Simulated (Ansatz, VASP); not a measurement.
This is a calculation of Sc for VASP 6.6.1.

File INCAR:

```
PREC     = Accurate       # precision mode
ENCUT    = 520            # plane-wave cutoff, eV
EDIFF    = 1E-6           # SCF threshold, eV
ISMEAR   = -1             # smearing method
SIGMA    = 0.05           # smearing width, eV
LREAL    = False          # projectors in reciprocal space
LASPH    = True           # aspherical terms in the spheres
NELM     = 60             # most SCF steps
ALGO     = Fast           # electronic algorithm
ISIF     = 2              # what is computed and relaxed
LWAVE    = False          # write WAVECAR
LCHARG   = False          # write CHGCAR
GGA      = PE             # functional
NBANDS   = 42             # bands
```

The input KPOINTS:

```
Automatic mesh
0
Gamma
  9 9 2
```

POSCAR

```
Sc
1.0
    3.2463827195      0.0000000000      0.0000000000
   -1.6231913597      2.8114499055      0.0000000000
    0.0000000000      0.0000000000     16.3469753200
Sc
6
Direct
    0.5161440000      0.5150790000      0.6669480000
   -0.0080300000      0.5258120000      0.8358300000
    0.4578700000      0.4692980000      0.1669480000
    0.0084920000      0.4785780000      0.3343050000
    0.4749630000      0.0060860000     -0.0032830000
    0.5330210000      0.0211130000      0.4977380000
```

Potentials or basis: VASP PAW PBE potentials, release 64 (Sc_sv).

Launch:

```sh
$ cat potpaw_PBE.64/Sc_sv/POTCAR > POTCAR
$ mpirun -np 1 vasp_std > vasp.out
```

Q: Set up the same calculation for Ansatz 0.2.0. Potentials there: Ansatz PAW.

A: As run (the cutoff follows the program's own potentials):

Contents of input.yaml:

```yaml
crystal:
  lattice:
    - [3.2463827195, 0.0, 0.0]
    - [-1.6231913597, 2.8114499055, 0.0]
    - [0.0, 0.0, 16.34697532]
  atoms:
    - { symbol: Sc, position: [0.516144, 0.515079, 0.666948] }
    - { symbol: Sc, position: [-0.00803, 0.525812, 0.83583] }
    - { symbol: Sc, position: [0.45787, 0.469298, 0.166948] }
    - { symbol: Sc, position: [0.008492, 0.478578, 0.334305] }
    - { symbol: Sc, position: [0.474963, 0.006086, -0.003283] }
    - { symbol: Sc, position: [0.533021, 0.021113, 0.497738] }
hamiltonian:
  xc: pbe
  pseudopotentials: { kind: paw }
kpoints:
  mp_grid: { grid: [9, 9, 2] }
scf:
  occupations: { method: fermi_dirac, width: 0.05 }
output:
  forces: true
  stress: true
  eigenvalues: true
```

Potentials or basis: Ansatz PAW.

Command:

```sh
$ ansatz run input.yaml --threads 2 --pin off --max-ram 5120MiB --backend cpu --events-out ev --progress --plain --runs-dir out
```

Both were run:

|  | VASP | Ansatz | Ansatz less VASP |
| --- | --- | --- | --- |
| gap on the k mesh at the Fermi level (eV) | none | none | - |
| pressure (GPa) | -0.1 | -0.2 | -0.03 |
| traceless stress, the component that is largest in VASP (GPa) | -0.50 | -0.50 | +0.001 |
| rms of the force components (eV/Å) | 0.087 | 0.086 | -0.0007 |

Atom by atom the forces differ by 0.001 eV/Å (rms over components). A gap of «none» marks a metal or a gap that the smearing closes.
